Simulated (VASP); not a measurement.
Write the native input for VASP 6.6.1 that does the following.

| Item | Value |
| --- | --- |
| Task | single point |
| Functional | PBEsol |
| Dispersion | D4 |
| Potentials or basis | VASP PAW PBE potentials, release 64 (Al, Ga_d, P) |
| Cutoff | 520 eV |
| k mesh | 2 × 2 × 2, shifted |
| Occupations | fermi-dirac, width 0.05 eV |
| Spin | no spin polarisation |
| Dipole correction | no |
| Further INCAR settings | LREAL = Auto; ALGO = Normal; EDIFF = 1e-07; NBANDS = 51 |

The structure of Al7GaP8 lies in POSCAR:

```
Al7GaP8
1.0
    7.7165660000      0.0000000000      0.0000000000
    0.0000000000      6.6827430000      0.0000000000
    0.0000000000      0.0000000000      6.3353300000
Al Ga P
7 1 8
Direct
    0.9827040000      0.3409820000      0.0065270000
    0.5025680000      0.3296650000      0.9841660000
    0.2576040000      0.8226720000      0.9838700000
    0.7492960000      0.8477330000      0.9677320000
    0.2803730000      0.1500940000      0.5149070000
    0.7472180000      0.1444780000      0.4777920000
    0.5081560000      0.6628190000      0.4897100000
    0.0037410000      0.6718300000      0.4843290000
    0.9879550000      0.3295820000      0.3927160000
    0.5193260000      0.3478200000      0.3904860000
    0.2291880000      0.8733600000      0.3843890000
    0.7419010000      0.8458570000      0.3680600000
    0.2578170000      0.1835590000      0.8565690000
    0.9895750000      0.6848180000      0.8458780000
    0.7650370000      0.1927920000      0.8746140000
    0.4923480000      0.6901840000      0.8948780000
```

These files were run (other wordings do the same):

INCAR

```
  ALGO = Normal
  EDIFF = 1E-7
  ENCUT = 520
  GGA = PS
  ISIF = 2
  ISMEAR = -1
  IVDW = 13
  LASPH = True
  LCHARG = False
  LREAL = Auto
  LWAVE = False
  NBANDS = 51
  NELM = 100
  PREC = Accurate
  SIGMA = 0.05
```

KPOINTS

```
Automatic mesh
0
Gamma
  2 2 2
  0.5 0.5 0.5
```

Potentials or basis: VASP PAW PBE potentials, release 64 (Al, Ga_d, P).

Run with:

```bash
$ cat potpaw_PBE.64/Al/POTCAR potpaw_PBE.64/Ga_d/POTCAR potpaw_PBE.64/P/POTCAR > POTCAR
$ mpirun -np 1 vasp_std > vasp.out
```

Results of the run:

```yaml
Pressure: 1.8 GPa
Largest_force: 5.502 eV/Å
Band_gap_on_the_k_mesh: 2.16 eV, direct
Dispersion_energy_per_atom: -0.192 eV
```

Caveat: the PAW data sets were made with another functional, which shifts forces and pressure a little.

It took 55 s on 1 thread of AMD EPYC 9R45 96-Core Processor (Zen 5), with other jobs on the host, peak memory 0.34 GiB.
